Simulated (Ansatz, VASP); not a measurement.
# One calculation of MnF2, two programs

The input INCAR:

```
SYSTEM = MnF2
  PREC = Accurate
  ENCUT = 520
  EDIFF = 1E-7
  ISMEAR = 0
  SIGMA = 0.05
  LREAL = .False.
  LASPH = .True.
  NELM = 150
  ALGO = Normal
  ISIF = 2
  LWAVE = .False.
  LCHARG = .False.
  ISPIN = 2
  MAGMOM = 5 5 0 0 0 0
  LORBIT = 11
  LMAXMIX = 4
  LDAU = .True.
  LDAUTYPE = 2
  LDAUL = 2 -1
  LDAUU = 4 0
  LDAUJ = 0 0
  LDAUPRINT = 1
  NBANDS = 40
```

Contents of KPOINTS:

```
Automatic mesh
0
Gamma
  4 4 6
  0 0 0
```

POSCAR

```
MnF2
1.0
    4.8733996600      0.0000000000      0.0000000000
    0.0000000000      4.8733996600      0.0000000000
    0.0000000000      0.0000000000      3.3098997700
Mn F
2 4
Direct
    0.0000000000      0.0000000000      0.0000000000
    0.5000000000      0.5000000000      0.5000000000
    0.3050000000      0.3050000000      0.0000000000
    0.1950000000      0.8050000000      0.5000000000
    0.6950000000      0.6950000000      0.0000000000
    0.8050000000      0.1950000000      0.5000000000
```

Input for Ansatz:

```yaml
crystal:
  lattice:
    - [4.87339966, 0.0, 0.0]
    - [0.0, 4.87339966, 0.0]
    - [0.0, 0.0, 3.30989977]
  atoms:
    - { symbol: Mn, position: [0.0, 0.0, 0.0], spin: 5.0 }
    - { symbol: Mn, position: [0.5, 0.5, 0.5], spin: 5.0 }
    - { symbol: F, position: [0.305, 0.305, 0.0] }
    - { symbol: F, position: [0.195, 0.805, 0.5] }
    - { symbol: F, position: [0.695, 0.695, 0.0] }
    - { symbol: F, position: [0.805, 0.195, 0.5] }
basis:
  ecutwfc: 420
  ecutrho_ratio: 4
kpoints:
  mp_grid: { grid: [4, 4, 6] }
hamiltonian:
  xc: lda
  hubbard:
    sites: [{ site: 0, l: d, u_eff: 4.0 }, { site: 1, l: d, u_eff: 4.0 }]
scf:
  occupations: { method: gaussian, width: 0.05 }
  lower_state_search: "off"
  max_iter: 150
output:
  forces: true
  stress: true
  eigenvalues: true
  populations: true
  hubbard: { sites: [{ site: 0, l: d }, { site: 1, l: d }] }
magnetization:
  spin_polarized: true
```

Alike in both runs: task single point; functional LDA; k mesh 4 × 4 × 6; occupations gaussian, width 0.05 eV; collinear spin; Hubbard terms Mn d U = 4.0 eV.

|  | VASP | Ansatz |
| --- | --- | --- |
| version | VASP 6.6.1 | Ansatz 0.2.0 |
| potentials or method | VASP PAW LDA potentials, release 64 (Mn_pv, F), cutoff 520 eV | scalar-relativistic, plane waves, PAW |
| valence electrons in the cell | 54 | 58 |

VASP gave:

```
gap on the k mesh at the Fermi level (eV)                     : 2.11
least direct gap on the mesh (eV)                             : 2.11
pressure (GPa)                                                : -4.4
traceless stress, the component that is largest in VASP (GPa) : -0.65
rms of the force components (eV/Å)                            : 0.022
net moment per atom (μB)                                      : 1.67
size of the moment on the site where the two differ most (μB) : 4.66
```

Which values does Ansatz return?

gap on the k mesh at the Fermi level (eV): 2.18; least direct gap on the mesh (eV): 2.18; pressure (GPa): -3.4; traceless stress, the component that is largest in VASP (GPa): -0.46; rms of the force components (eV/Å): 0.022; net moment per atom (μB): 1.67; size of the moment on the site where the two differ most (μB): 4.21.

LDA's correlation is that of Perdew and Zunger in VASP and of Perdew and Wang (1992) in Ansatz. Site moments also hang on the region over which each program counts them. The programs project onto different local orbitals, so the same U acts differently, and such runs can settle in different states. Atom by atom the forces differ by 0.000 eV/Å (rms over components). VASP's potentials hold 54 valence electrons a cell and Ansatz's 58, so a difference there can come from the potentials and not from the codes.
